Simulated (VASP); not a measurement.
# BaS (Fm-3m) in VASP: settings compared

Aim: see how the results for BaS move with the level of theory and the settings. Levels: r2SCAN, PBE, PBE0. Tasks: single point.

Everything below comes from runs of VASP 6.6.1. Logs are shortened: lines on timing, memory, paths and dates and some standing lists are left out, and cuts for length are marked.

### 1 The cell of the first run

The structure is cubic, space group Fm-3m (No. 225). Conventional cell: a = 6.424 Å, b = 6.424 Å, c = 6.424 Å, α = 90.00°, β = 90.00°, γ = 90.00°. Within 4.2 Å of Ba (site symmetry m-3m) lie 6 S at 3.21 Å. S (site symmetry m-3m) has 6 Ba at 3.21 Å within 4.2 Å.

### 2 Single point, r2SCAN

POSCAR reads:

```
BaS
1.0
    0.0000000000      3.2117958731      3.2117958731
    3.2117958731      0.0000000000      3.2117958731
    3.2117958731      3.2117958731      0.0000000000
Ba S
1 1
Direct
    0.0000000000      0.0000000000      0.0000000000
    0.5000000000      0.5000000000      0.5000000000
```

INCAR.step1 reads:

```
SYSTEM = BaS
PREC = Accurate ; ENCUT = 520
ISMEAR = 0 ; SIGMA = 0.01
LREAL = .FALSE. ; LASPH = .TRUE.
NELM = 60 ; NBANDS = 15
GGA = PE ; ALGO = Normal
EDIFF = 1E-4 ; LWAVE = .TRUE.
LCHARG = .FALSE.
```

INCAR.step2 reads:

```
SYSTEM = BaS
PREC = Accurate ; ENCUT = 520
EDIFF = 1E-6 ; ISMEAR = 0
SIGMA = 0.01 ; LREAL = .FALSE.
LASPH = .TRUE. ; NELM = 60
ALGO = Normal ; ISIF = 2
LWAVE = .FALSE. ; LCHARG = .TRUE.
METAGGA = R2SCAN ; LMIXTAU = .TRUE.
LELF = .TRUE. ; LVHAR = .TRUE.
NBANDS = 15 ; ISTART = 1
```

KPOINTS reads:

```
regular mesh
0
G
  4 4 4
  0 0 0
```

Potentials or basis: VASP PAW PBE potentials, release 64 (Ba_sv, S).

Run with:

```console
$ cat potpaw_PBE.64/Ba_sv/POTCAR potpaw_PBE.64/S/POTCAR > POTCAR
$ cp INCAR.step1 INCAR
$ mpirun -np 1 vasp_std > vasp.out
$ cp INCAR.step2 INCAR
$ mpirun -np 1 vasp_std > vasp.out
```

OUTCAR:

```text
SYSTEM = BaS
   PREC = Accurate
   ENCUT = 520
   EDIFF = 1E-6
   ISMEAR = 0
   LREAL = .FALSE.
   LASPH = .TRUE.
   NELM = 60
   ISIF = 2
   METAGGA = R2SCAN
   ISTART = 1

 ion  position               nearest neighbor table
   1  0.000  0.000  0.000-   2 3.21   2 3.21   2 3.21   2 3.21   2 3.21   2 3.21
   2  0.500  0.500  0.500-   1 3.21   1 3.21   1 3.21   1 3.21   1 3.21   1 3.21

  LATTYP: Found a face centered cubic cell.
 ALAT       =     6.4235917462

  Lattice vectors:

 A1 = (   0.0000000000,   3.2117958731,   3.2117958731)
 A2 = (   3.2117958731,   0.0000000000,   3.2117958731)
 A3 = (   3.2117958731,   3.2117958731,   0.0000000000)

Analysis of symmetry for initial positions (statically):
=====================================================================
 Subroutine PRICEL returns:
 Original cell was already a primitive cell.

 Routine SETGRP: Setting up the symmetry group for a
 face centered cubic supercell.

 Subroutine GETGRP returns: Found 48 space group operations
 (whereof 48 operations were pure point group operations)
 out of a pool of 48 trial point group operations.

The static configuration has the point symmetry O_h .

Analysis of symmetry for dynamics (positions and initial velocities):
=====================================================================
 Subroutine PRICEL returns:
 Original cell was already a primitive cell.

 Routine SETGRP: Setting up the symmetry group for a
 face centered cubic supercell.

 Subroutine GETGRP returns: Found 48 space group operations
 (whereof 48 operations were pure point group operations)
 out of a pool of 48 trial point group operations.

The dynamic configuration has the point symmetry O_h .

 Subroutine INISYM returns: Found 48 space group operations
 (whereof 48 operations are pure point group operations),
 and found     1 'primitive' translations

----------------------------------------------------------------------------------------

                                     Primitive cell

  volume of cell :      66.2634

  direct lattice vectors                    reciprocal lattice vectors
     0.000000000  3.211795873  3.211795873    -0.155676145  0.155676145  0.155676145
     3.211795873  0.000000000  3.211795873     0.155676145 -0.155676145  0.155676145
     3.211795873  3.211795873  0.000000000     0.155676145  0.155676145 -0.155676145

  length of vectors
     4.542165283  4.542165283  4.542165283     0.269638993  0.269638993  0.269638993

  position of ions in fractional coordinates (direct lattice)
[... 74 lines left out ...]
   NUPDOWN=      -1.0000    fix difference up-down
   EMIN   =  10.00;   EMAX   =-10.00  energy-range for DOS
   EFERMI =   0.00;   METHOD = LEGACY
   ISMEAR =     0;   SIGMA  =   0.01  broadening in eV -4-tet -1-fermi 0-gaus
   EFERMI_NEDOS =   21; number of points for ismear=-14 and -15
   IALGO  =     38    algorithm
   IMIX   =      4    mixing-type and parameters
     AMIX     =   0.40;   BMIX     =  1.00
     AMIX_MAG =   1.60;   BMIX_MAG =  1.00
  volume/ion in A,a.u.               =      33.13       223.58
  Fermi-wavevector in a.u.,A,eV,Ry     =   1.019429  1.926441 14.139651  1.039235
  Thomas-Fermi vector in A             =   2.152942
   LORBIT       =      0    0 simple, 1 ext, 2 COOP (PROOUT), +10 PAW based schemes
   METAGGA = R2SCAN    functional components
   LHFCALC =     F    Hartree Fock is set to
   AEXX    =    0.0000 exact exchange contribution
   IVDW    =     0    specifies the selected vdW correction
   LEPSILON=     F    determine dielectric tensor
   LRPA    =     F    only Hartree local field effects (RPA)
 non-spin polarized calculation
 Gauss-broadening in eV      SIGMA  =   0.01
  energy-cutoff  :      520.00
  volume of cell :       66.26
 maximum number of plane-waves:      1812
 NGX is ok and might be reduce to    36
   NGX = 17   NGY = 17   NGZ = 17

 number of electron      16.0000002 magnetization

 Free energy of the ion-electron system (eV)
  ---------------------------------------------------
  ext. energy  EPLUGINS =         0.00000000
  ---------------------------------------------------
  free energy    TOTEN  =       -39.20173241 eV

  energy without entropy =      -39.20173241  energy(sigma->0) =      -39.20173241

 E-fermi :   1.2195     XC(G=0):  -9.0043

 val. band max:        1.1368792861   @ k =   0.0000   0.0000   0.0000
 cond. band min:       3.6236672665   @ k =   0.5000   0.5000   0.0000
 fundamental gap:      2.4867879804
 Fermi energy:         1.2195313405

 k-point     1 :       0.0000    0.0000    0.0000
  band No.  band energies     occupation
      1     -25.7356      2.00000
      2     -10.3706      2.00000
      3     -10.3705      2.00000
      4     -10.3705      2.00000
      5      -9.6338      2.00000
      6       1.1369      2.00000
      7       1.1369      2.00000
      8       1.1369      2.00000
      9       5.2674      0.00000
     10       5.4369      0.00000
     11       5.4369      0.00000
     12       5.4369      0.00000
     13       6.4577      0.00000
     14       6.4577      0.00000
[... 113 lines left out ...]
      2     -10.9146      2.00000
      3     -10.6925      2.00000
      4     -10.6925      2.00000
      5      -8.9884      2.00000
      6       0.0516      2.00000
      7       0.6419      2.00000
      8       0.6419      2.00000
      9       5.8274      0.00000
     10       5.8274      0.00000
     11       7.9847      0.00000
     12       8.6323      0.00000
     13       9.1113      0.00000
     14      11.3424      0.00000
     15      12.3164      0.00000

------------------------ aborting loop because EDIFF is reached ----------------------------------------

  FORCE on cell =-STRESS in cart. coord.  units (eV):
  Direction    XX          YY          ZZ          XY          YZ          ZX
  --------------------------------------------------------------------------------------
  -------------------------------------------------------------------------------------
  Total        0.2547749      0.2547749      0.2547749     -0.0000000     -0.0000000     -0.0000000
  in kB        6.1601809      6.1601809      6.1601809     -0.0000000     -0.0000000     -0.0000000
  external PRESSURE =       6.1601809 kB  Pullay stress =       0.0000000 kB

 VOLUME and BASIS-vectors are now :
 -----------------------------------------------------------------------------
  energy-cutoff  :      520.00
  volume of cell :       66.26
      direct lattice vectors                 reciprocal lattice vectors
     0.000000000  3.211795873  3.211795873    -0.155676145  0.155676145  0.155676145
     3.211795873  0.000000000  3.211795873     0.155676145 -0.155676145  0.155676145
     3.211795873  3.211795873  0.000000000     0.155676145  0.155676145 -0.155676145

 POSITION                                       TOTAL-FORCE (eV/Angst)
 -----------------------------------------------------------------------------------
      0.00000      0.00000      0.00000         0.000000      0.000000     -0.000000
      3.21180      3.21180      3.21180         0.000000     -0.000000      0.000000
 -----------------------------------------------------------------------------------
    total drift:                                0.000000      0.000000      0.000000

  FREE ENERGIE OF THE ION-ELECTRON SYSTEM (eV)
  ---------------------------------------------------
  free  energy   TOTEN  =       -39.2017324130 eV

  energy  without entropy=      -39.2017324130  energy(sigma->0) =      -39.20173241
```

OUTCAR.step1:

```text
SYSTEM = BaS
   PREC = Accurate
   ENCUT = 520
   ISMEAR = 0
   LREAL = .FALSE.
   LASPH = .TRUE.
[... 347 lines left out ...]
      0.00000      0.00000      0.00000         0.000000      0.000000      0.000000
      3.21180      3.21180      3.21180        -0.000000     -0.000000     -0.000000
 -----------------------------------------------------------------------------------
    total drift:                                0.000000      0.000000      0.000000

  FREE ENERGIE OF THE ION-ELECTRON SYSTEM (eV)
  ---------------------------------------------------
  free  energy   TOTEN  =       -10.1873125564 eV

  energy  without entropy=      -10.1873125564  energy(sigma->0) =      -10.18731256
```

OSZICAR.step1:

```text
N       E                     dE             d eps       ncg     rms          rms(c)
DAV:   1     0.847488349726E+02    0.84749E+02   -0.69640E+03   240   0.939E+02
DAV:   2    -0.549765305705E+01   -0.90246E+02   -0.81103E+02   332   0.162E+02
DAV:   3    -0.105758998522E+02   -0.50782E+01   -0.50401E+01   318   0.422E+01
DAV:   4    -0.106748039108E+02   -0.98904E-01   -0.98880E-01   320   0.624E+00
DAV:   5    -0.106774056086E+02   -0.26017E-02   -0.26017E-02   304   0.839E-01    0.471E+00
DAV:   6    -0.101692449398E+02    0.50816E+00   -0.70485E-01   282   0.494E+00    0.320E+00
DAV:   7    -0.101716023329E+02   -0.23574E-02   -0.19479E-01   297   0.242E+00    0.213E+00
DAV:   8    -0.101845892700E+02   -0.12987E-01   -0.21731E-02   268   0.104E+00    0.252E-01
DAV:   9    -0.101863395907E+02   -0.17503E-02   -0.35407E-03   317   0.456E-01    0.164E-01
DAV:  10    -0.101871795780E+02   -0.83999E-03   -0.84614E-04   268   0.191E-01    0.497E-02
DAV:  11    -0.101873092592E+02   -0.12968E-03   -0.17313E-04   281   0.802E-02    0.128E-02
DAV:  12    -0.101873125564E+02   -0.32972E-05   -0.78936E-06   183   0.196E-02
   1 F= -.10187313E+02 E0= -.10187313E+02  d E =-.747128E-21
```

Run time: 77 s. Hardware: 1 thread of Intel Xeon Platinum 8259CL at 2.50GHz (Skylake/Cascade Lake), shared host; peak memory 0.21 GiB.

Results:

```
Free energy            : -39.2017 eV
Pressure               : 0.6 GPa
Band gap on the k mesh : 2.49 eV, indirect (least direct gap 2.63 eV)
```

Caveat: the k points lie up to 0.42 Å⁻¹ apart; the PAW data sets were made with another functional, which shifts forces and pressure a little; spin-orbit coupling is left out, which moves the levels of the heavy elements.

### 3 Single point, PBE

INCAR reads:

```
  PREC = Accurate
  ENCUT = 520
  EDIFF = 1E-7
  ISMEAR = 0
  SIGMA = 0.01
  LREAL = False
  LASPH = True
  NELM = 60
  ALGO = Normal
  ISIF = 2
  LWAVE = False
  LCHARG = False
  GGA = PE
  NBANDS = 15
```

KPOINTS reads:

```
regular mesh
0
Gamma
  6 6 6
```

POSCAR is that of step 2.

Potentials or basis: VASP PAW PBE potentials, release 64 (Ba_sv, S).

Run with:

```console
$ cat potpaw_PBE.64/Ba_sv/POTCAR potpaw_PBE.64/S/POTCAR > POTCAR
$ mpirun -np 1 vasp_std > vasp.out
```

Wall time 24 s (1 thread of Intel Xeon Platinum 8259CL at 2.50GHz (Skylake/Cascade Lake), shared host); peak memory 0.2 GiB.

The run converged. Its results:

```
Free energy            : -10.1919 eV
Pressure               : 0.7 GPa
Band gap on the k mesh : 2.13 eV, indirect (least direct gap 2.28 eV)
```

Levels at points of the mesh, in eV from the valence-band top:
| k point | band 4 | band 5 | band 6 | band 7 | band 8 | band 9 | band 10 | band 11 | band 12 | band 13 |
| --- | --- | --- | --- | --- | --- | --- | --- | --- | --- | --- |
| (0.00, 0.00, 0.00) | -11.19 | -10.33 | 0.00 | 0.00 | 0.00 | 3.52 | 3.87 | 3.87 | 3.87 | 4.77 |
| (0.50, 0.00, 0.00) | -11.22 | -9.17 | -1.90 | -1.05 | -1.05 | 5.48 | 5.64 | 6.24 | 6.24 | 8.80 |
| (0.50, 0.50, 0.00) | -11.37 | -10.24 | -0.54 | -0.15 | -0.15 | 2.13 | 5.89 | 5.92 | 7.40 | 7.40 |

Caveat: spin-orbit coupling is left out, which moves the levels of the heavy elements. A hybrid or GW would open this gap; PBE tends to underestimate it.

### 4 Single point, PBE0

POSCAR is that of step 3.

INCAR.step1 reads:

```
SYSTEM = BaS
  PREC = Accurate
  ENCUT = 520
  EDIFF = 1E-5
  ISMEAR = 0
  SIGMA = 0.01
  LREAL = .False.
  LASPH = .True.
  NELM = 100
  ALGO = Normal
  ISIF = 2
  LWAVE = .True.
  LCHARG = .False.
  NBANDS = 15
  GGA = PE
```

INCAR.step2 reads:

```
SYSTEM = BaS
  PREC = Accurate
  ENCUT = 520
  EDIFF = 1E-6
  ISMEAR = 0
  SIGMA = 0.01
  LREAL = .False.
  LASPH = .True.
  NELM = 100
  ALGO = Normal
  ISIF = 2
  LWAVE = .False.
  LCHARG = .False.
  GGA = PE
  LHFCALC = .True.
  AEXX = 0.25
  PRECFOCK = Normal
  NBANDS = 15
  ISTART = 1
```

KPOINTS reads:

```
regular mesh
0
Gamma
  4 4 4
  0 0 0
```

Potentials or basis: VASP PAW PBE potentials, release 64 (Ba_sv, S).

Run with:

```console
$ cat potpaw_PBE.64/Ba_sv/POTCAR potpaw_PBE.64/S/POTCAR > POTCAR
$ cp INCAR.step1 INCAR
$ mpirun -np 1 vasp_std > vasp.out
$ cp INCAR.step2 INCAR
$ mpirun -np 1 vasp_std > vasp.out
```

OUTCAR:

```text
SYSTEM = BaS
   PREC = Accurate
   ENCUT = 520
   EDIFF = 1E-6
   ISMEAR = 0
   LREAL = .False.
   LASPH = .True.
   NELM = 100
   ISIF = 2
   GGA = PE
   LHFCALC = .True.
   AEXX = 0.25
   PRECFOCK = Normal
   ISTART = 1

 ion  position               nearest neighbor table
   1  0.000  0.000  0.000-   2 3.21   2 3.21   2 3.21   2 3.21   2 3.21   2 3.21
   2  0.500  0.500  0.500-   1 3.21   1 3.21   1 3.21   1 3.21   1 3.21   1 3.21

  LATTYP: Found a face centered cubic cell.
 ALAT       =     6.4235917462

[... 323 lines left out ...]
------------------------ aborting loop because EDIFF is reached ----------------------------------------

  FORCE on cell =-STRESS in cart. coord.  units (eV):
  Direction    XX          YY          ZZ          XY          YZ          ZX
  --------------------------------------------------------------------------------------
  -------------------------------------------------------------------------------------
  Total        0.0512419      0.0512419      0.0512419      0.0000000      0.0000000     -0.0000000
  in kB        1.2389740      1.2389740      1.2389740      0.0000000      0.0000000     -0.0000000
  external PRESSURE =       1.2389740 kB  Pullay stress =       0.0000000 kB

 VOLUME and BASIS-vectors are now :
 -----------------------------------------------------------------------------
  energy-cutoff  :      520.00
  volume of cell :       66.26
      direct lattice vectors                 reciprocal lattice vectors
     0.000000000  3.211795873  3.211795873    -0.155676145  0.155676145  0.155676145
     3.211795873  0.000000000  3.211795873     0.155676145 -0.155676145  0.155676145
     3.211795873  3.211795873  0.000000000     0.155676145  0.155676145 -0.155676145

 POSITION                                       TOTAL-FORCE (eV/Angst)
 -----------------------------------------------------------------------------------
      0.00000      0.00000      0.00000        -0.000000     -0.000000     -0.000000
      3.21180      3.21180      3.21180         0.000000      0.000000      0.000000
 -----------------------------------------------------------------------------------
    total drift:                                0.000001      0.000001      0.000001

  FREE ENERGIE OF THE ION-ELECTRON SYSTEM (eV)
  ---------------------------------------------------
  free  energy   TOTEN  =       -12.1370372740 eV

  energy  without entropy=      -12.1370372740  energy(sigma->0) =      -12.13703727
```

OUTCAR.step1:

```text
SYSTEM = BaS
   PREC = Accurate
   ENCUT = 520
   EDIFF = 1E-5
   ISMEAR = 0
   LREAL = .False.
   LASPH = .True.
[... 347 lines left out ...]
      0.00000      0.00000      0.00000        -0.000000     -0.000000     -0.000000
      3.21180      3.21180      3.21180         0.000000      0.000000      0.000000
 -----------------------------------------------------------------------------------
    total drift:                                0.000000      0.000000      0.000000

  FREE ENERGIE OF THE ION-ELECTRON SYSTEM (eV)
  ---------------------------------------------------
  free  energy   TOTEN  =       -10.1873125410 eV

  energy  without entropy=      -10.1873125410  energy(sigma->0) =      -10.18731254
```

OSZICAR.step1:

```text
N       E                     dE             d eps       ncg     rms          rms(c)
DAV:   1     0.847488349726E+02    0.84749E+02   -0.69640E+03   240   0.939E+02
DAV:   2    -0.549765305705E+01   -0.90246E+02   -0.81103E+02   332   0.162E+02
DAV:   3    -0.105758998522E+02   -0.50782E+01   -0.50401E+01   318   0.422E+01
DAV:   4    -0.106748039108E+02   -0.98904E-01   -0.98880E-01   320   0.624E+00
DAV:   5    -0.106774056086E+02   -0.26017E-02   -0.26017E-02   304   0.839E-01    0.471E+00
DAV:   6    -0.101692449398E+02    0.50816E+00   -0.70485E-01   282   0.494E+00    0.320E+00
DAV:   7    -0.101716023329E+02   -0.23574E-02   -0.19479E-01   297   0.242E+00    0.213E+00
DAV:   8    -0.101845892700E+02   -0.12987E-01   -0.21731E-02   268   0.104E+00    0.252E-01
DAV:   9    -0.101863395907E+02   -0.17503E-02   -0.35407E-03   317   0.456E-01    0.164E-01
DAV:  10    -0.101871795780E+02   -0.83999E-03   -0.84614E-04   268   0.191E-01    0.497E-02
DAV:  11    -0.101873092701E+02   -0.12969E-03   -0.17324E-04   289   0.802E-02    0.128E-02
DAV:  12    -0.101873125410E+02   -0.32709E-05   -0.77781E-06   254   0.194E-02
   1 F= -.10187313E+02 E0= -.10187313E+02  d E =-.719596E-21
```

Wall time 14 min (1 thread of Intel Xeon Platinum 8259CL at 2.50GHz (Skylake/Cascade Lake), shared host); peak memory 0.21 GiB.

What came out:

```yaml
Free_energy: -12.1370 eV
Pressure: 0.1 GPa
Band_gap_on_the_k_mesh: 3.77 eV, indirect (least direct gap 3.94 eV)
```

Caveat: the k points lie up to 0.42 Å⁻¹ apart; the PAW data sets were made with another functional, which shifts forces and pressure a little; spin-orbit coupling is left out, which moves the levels of the heavy elements.

### 5 Summary

| level | k mesh | grid for exact exchange (PRECFOCK) | gap on the mesh (eV) | pressure (GPa) |
| --- | --- | --- | --- | --- |
| r2SCAN | 4 × 4 × 4 | - | 2.49 | 0.6 |
| PBE | 6 × 6 × 6 | - | 2.13 | 0.7 |
| PBE0 | 4 × 4 × 4 | Normal | 3.77 | 0.1 |

Alike in all rows: task single point; potentials or basis VASP PAW PBE potentials, release 64 (Ba_sv, S); no spin polarisation; cell as given; cutoff (eV) 520; smearing gaussian 0.01 eV.

Caveats: some runs use coarse meshes; spin-orbit coupling is left out, which moves the levels of the heavy elements; the PAW data sets were made with another functional, which shifts forces and pressure a little (some runs).

Absolute energies hang on the potentials; compare differences alone.
